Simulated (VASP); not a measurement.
HfTi2Ge3: single point with PBE

HfTi2Ge3:

```
Hf Ti Ge
1.0
     4.78997    0.00000    0.00000
    -2.39499    4.14824    0.00000
     0.00000    0.00000    9.71437
Hf Ti Ge
1 2 3
Direct
  0.00000 0.00000 0.50000
  0.00000 0.00000 0.74752
  0.00000 0.00000 0.25248
  0.33333 0.66667 0.50000
  0.66667 0.33333 0.50000
  0.00000 0.00000 0.00000
```

```
Program                : VASP 6.6.1
Task                   : single point
Functional             : PBE
Potentials or basis    : VASP PAW PBE potentials, release 64 (Hf_pv, Ti_sv, Ge_d)
Cutoff                 : 500 eV
k mesh                 : 5 × 5 × 2
Occupations            : gaussian, width 0.2 eV
Spin                   : no spin polarisation
Dipole correction      : no
Further INCAR settings : ALGO = Normal; EDIFF = 1e-06; NBANDS = 47
```

- Pressure: 0.2 GPa
- Largest force: 0.021 eV/Å
- Band gap on the k mesh: zero (band 38 reaches 2.87 eV, above the bottom of band 39 at 2.10 eV)

Forces in eV/Å, atoms in the order of the input:
```
Hf   0.000  0.000  0.000
Ti   0.000  0.000  0.021
Ti   0.000  0.000 -0.021
Ge   0.000  0.000  0.000
Ge   0.000  0.000  0.000
Ge   0.000  0.000  0.000
```

Stress tensor (GPa, compression positive):
```
0.07 0.00 0.00
0.00 0.07 0.00
0.00 0.00 0.37
```

Levels at points of the mesh, in eV from the Fermi level:
| k point | band 36 | band 37 | band 38 | band 39 | band 40 | band 41 |
| --- | --- | --- | --- | --- | --- | --- |
| (0.00, 0.00, 0.00) | -0.83 | -0.51 | -0.39 | -0.39 | 0.35 | 0.35 |
| (0.00, 0.00, 0.50) | -0.46 | 0.05 | 0.05 | 0.33 | 0.33 | 0.60 |

Run time: 100 s on 1 thread of Intel(R) Xeon(R) 6975P-C (Granite Rapids), on a shared host, peak memory 0.32 GiB.

Caveat: spin-orbit coupling is left out, which moves the levels of the heavy elements.
